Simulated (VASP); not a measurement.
Runs of VASP 6.6.1 on Cu3N. The structure is cubic, space group Pm-3m (No. 221). Conventional cell: a = 3.807 Å, b = 3.807 Å, c = 3.807 Å, α = 90.00°, β = 90.00°, γ = 90.00°. Cu (site symmetry 4/mmm) has 2 N at 1.90 Å within 2.5 Å. N (site symmetry m-3m) has 6 Cu at 1.90 Å within 2.5 Å. 

| level | cutoff (eV) | gap on the mesh (eV) | pressure (GPa) |
| --- | --- | --- | --- |
| r2SCAN | 660 | (a) | -1.2 |
| RPBE | 600 | 0.19 | (b) |
| revPBE | 600 | 0.19 | 5.4 |
| PBE | 600 | 0.19 | 2.8 |

Alike in all rows: task single point; potentials or basis VASP PAW PBE potentials, release 64 (Cu, N); no spin polarisation; cell as given; k mesh 6 × 6 × 6; smearing gaussian 0.01 eV.

**Question.** Fill in the values left out.

**Answer.** (a) 0.30; (b) 6.5.

Caveats: the PAW data sets were made with another functional, which shifts forces and pressure a little (some runs).

A k mesh can miss the band edges.
